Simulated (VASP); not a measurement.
Here is a VASP 6.6.1 calculation.

INCAR

```
SYSTEM = SrTiO3
ALGO = Normal ; EDIFF = 1E-6
ENCUT = 520 ; GGA = PE
ISIF = 2 ; ISMEAR = 0
LASPH = .TRUE. ; LCHARG = .FALSE.
LREAL = .FALSE. ; LWAVE = .FALSE.
NBANDS = 28 ; NELM = 60
PREC = Accurate ; SIGMA = 0.05
```

KPOINTS

```
k-points
0
G
  8 8 8
  0 0 0
```

File POSCAR:

```
SrTiO3
1.0
    3.9364035669      0.0000000000      0.0000000000
    0.0000000000      3.9364035669      0.0000000000
    0.0000000000      0.0000000000      3.9364035669
Sr Ti O
1 1 3
Direct
    0.0000000000     -0.0134724521     -0.0134724521
    0.5000000000      0.5000000000      0.5000000000
    0.0000000000      0.5000000000      0.5000000000
    0.5000000000      0.0000000000      0.5000000000
    0.5000000000      0.5000000000      0.0000000000
```

Potentials or basis: VASP PAW PBE potentials, release 64 (Sr_sv, Ti_sv, O).

The run is started by

```console
$ cat potpaw_PBE.64/Sr_sv/POTCAR potpaw_PBE.64/Ti_sv/POTCAR potpaw_PBE.64/O/POTCAR > POTCAR
$ mpirun -np 1 vasp_std > vasp.out
```

Task: What does it give for the pressure?

Result: 0.8 GPa.

Task: What does it give for the largest force?

Result: 0.258 eV/Å.

Stress tensor (GPa, compression positive):
```
0.79 0.00 0.00
0.00 0.78 0.14
0.00 0.14 0.78
```

Caveat: the cell differs from its parent crystal (atom 1 (Sr) moved +0.075 Å towards its neighbour atom 3 (O) at 2.783 Å).
